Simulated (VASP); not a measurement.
Write the native input for VASP 6.6.1 that does the following.

```
Task                   : single point
Functional             : PBE
Potentials or basis    : VASP PAW PBE potentials, release 64 (Na_pv, Cl)
Cutoff                 : 520 eV
k mesh                 : 6 × 6 × 6
Occupations            : gaussian, width 0.05 eV
Spin                   : no spin polarisation
Dipole correction      : no
Further INCAR settings : ALGO = Normal; EDIFF = 1e-06; NBANDS = 14
```

The structure of NaCl lies in POSCAR:

```
NaCl
1.0
    3.5897447500      0.0000000000      0.0000000000
    0.0000000000      3.5897447500      0.0000000000
    0.0000000000      0.0000000000      3.6772995000
Na Cl
1 1
Direct
    0.0000000000      0.0000000000      0.0000000000
    0.5000000000      0.5000000000      0.5000000000
```

This cell differs from its parent crystal: strain +0.025 along x and y, +0.050 along z.

These files were run (other wordings do the same):

INCAR

```
SYSTEM = NaCl
PREC = Accurate ; ENCUT = 520
EDIFF = 1E-6 ; ISMEAR = 0
SIGMA = 0.05 ; LREAL = .False.
LASPH = .True. ; NELM = 60
ALGO = Normal ; ISIF = 2
LWAVE = .False. ; LCHARG = .False.
GGA = PE ; NBANDS = 14
```

KPOINTS

```
regular mesh
0
Gamma
  6 6 6
  0 0 0
```

Potentials or basis: VASP PAW PBE potentials, release 64 (Na_pv, Cl).

The run is started by

```console
$ cat potpaw_PBE.64/Na_pv/POTCAR potpaw_PBE.64/Cl/POTCAR > POTCAR
$ mpirun -np 1 vasp_std > vasp.out
```

It gave:

| Item | Value |
| --- | --- |
| Pressure | -2.0 GPa |
| Band gap on the k mesh | 3.63 eV, indirect (least direct gap 4.03 eV) |

Caveat: the cell differs from its parent crystal (strain +0.025 along x and y, +0.050 along z).

It took 8 s on 1 thread of Intel(R) Xeon(R) 6975P-C (Granite Rapids) (shared host), peak memory 0.16 GiB.
